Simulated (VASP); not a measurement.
**SnO: single point with PBE+D3(BJ)**

The system is SnO, a slab with vacuum.

```xyz
8
Lattice="3.8206 0.0000 0.0000 0.0000 3.8206 0.0000 0.0000 0.0000 22.2281" Properties=species:S:1:pos:R:3 pbc="T T T"
Sn    2.8654    0.9551    4.5000
Sn    0.9551    2.8654    6.8641
Sn    1.9103    3.8206   11.1141
Sn    3.8206    1.9103   13.4781
O     0.9551    0.9551    5.6820
O     2.8654    2.8654    5.6820
O     3.8206    3.8206   12.2961
O     1.9103    1.9103   12.2961
```

This cell differs from its parent crystal: layers slid over each other.

```
Program             : VASP 6.6.1
Task                : single point
Functional          : PBE
Dispersion          : D3(BJ)
Potentials or basis : VASP PAW PBE potentials, release 64 (Sn_d, O)
Cutoff              : 520 eV
k mesh              : 7 × 7 × 1
Occupations         : gaussian, width 0.05 eV
Spin                : no spin polarisation
```

```
Largest force              : 0.121 eV/Å
Band gap on the k mesh     : 2.55 eV (least direct gap 2.58 eV)
Dispersion energy per atom : -0.154 eV
```

Forces on the atoms (eV/Å):
```
Sn  -0.003 -0.003 -0.071
Sn  -0.016 -0.016  0.119
Sn   0.016  0.016 -0.119
Sn   0.003  0.003  0.071
O    0.007 -0.018  0.006
O   -0.018  0.007  0.006
O    0.018 -0.007 -0.006
O   -0.007  0.018 -0.006
```

Levels at points of the mesh, in eV from the valence-band top:
```csv
k point,band 36,band 37,band 38,band 39,band 40,band 41,band 42,band 43,band 44,band 45
"(0.00, 0.00, 0.00)",-1.92,-1.92,-1.92,-0.57,-0.03,2.55,2.89,2.89,3.78,4.90
```

Run time: 4.5 min on 1 thread of Intel(R) Xeon(R) Platinum 8488C (Sapphire Rapids), with other jobs on the host, peak memory 0.44 GiB.

Caveat: the cell differs from its parent crystal (layers slid over each other); spin-orbit coupling is left out, which moves the levels of the heavy elements.
